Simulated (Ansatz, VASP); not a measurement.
**One calculation of Pd, two programs**

Contents of POSCAR:

```
Pd
1.0
    0.0000000000      1.9558504376      1.9558504376
    1.9558504376      0.0000000000      1.9558504376
    1.9558504376      1.9558504376      0.0000000000
Pd
1
Direct
    0.0000000000      0.0000000000      0.0000000000
```

The input INCAR.step1:

```
SYSTEM = Pd
PREC = Accurate ; ENCUT = 520
ISMEAR = 0 ; SIGMA = 0.03
LREAL = .FALSE. ; LASPH = .TRUE.
NELM = 80 ; NBANDS = 11
GGA = PE ; ALGO = Normal
EDIFF = 1E-4 ; LWAVE = .TRUE.
LCHARG = .FALSE.
```

File INCAR.step2:

```
SYSTEM = Pd
PREC = Accurate ; ENCUT = 520
EDIFF = 1E-6 ; ISMEAR = 0
SIGMA = 0.03 ; LREAL = .FALSE.
LASPH = .TRUE. ; NELM = 80
ALGO = Normal ; ISIF = 2
LWAVE = .FALSE. ; LCHARG = .TRUE.
METAGGA = R2SCAN ; LMIXTAU = .TRUE.
LELF = .TRUE. ; LVHAR = .TRUE.
NBANDS = 11 ; ISTART = 1
```

File KPOINTS:

```
Automatic mesh
0
G
  14 14 14
  0 0 0
```

Input for Ansatz:

```yaml
crystal:
  lattice:
    - [0.0, 1.9558504376, 1.9558504376]
    - [1.9558504376, 0.0, 1.9558504376]
    - [1.9558504376, 1.9558504376, 0.0]
  atoms:
    - { symbol: Pd, position: [0.0, 0.0, 0.0] }
hamiltonian:
  xc: r2scan
  pseudopotentials:
    kind: paw
    azcp:
      Pd: "pseudopotentials/Pd.paw.azcp"
basis:
  ecutwfc: 500
  fft_grid_basis: typed
kpoints:
  mp_grid: { grid: [14, 14, 14], shift: [0, 0, 0] }
magnetization:
  spin_polarized: false
scf:
  occupations: { method: gaussian, width: 0.03 }
  lower_state_search: "off"
output:
  stress: true
  write_density: true
  write_potential: true
  elf: true
  volumetric_format: npy
```

Alike in both runs: task single point; functional r2SCAN; k mesh 14 × 14 × 14; occupations gaussian, width 0.03 eV; no spin polarisation.

```csv
,VASP,Ansatz
version,VASP 6.6.1,Ansatz 0.2.0
potentials or method,"VASP PAW PBE potentials, release 64 (Pd), cutoff 520 eV","plane waves (500 eV) with PAW, scalar-relativistic"
valence electrons in the cell,10,18
```

|  | VASP | Ansatz | Ansatz less VASP |
| --- | --- | --- | --- |
| pressure (GPa) | 0.4 | -0.3 | -0.63 |

VASP's potentials were made for PBE, not for r2SCAN. VASP's potentials hold 10 valence electrons a cell and Ansatz's 18, so a difference there can come from the potentials and not from the codes.
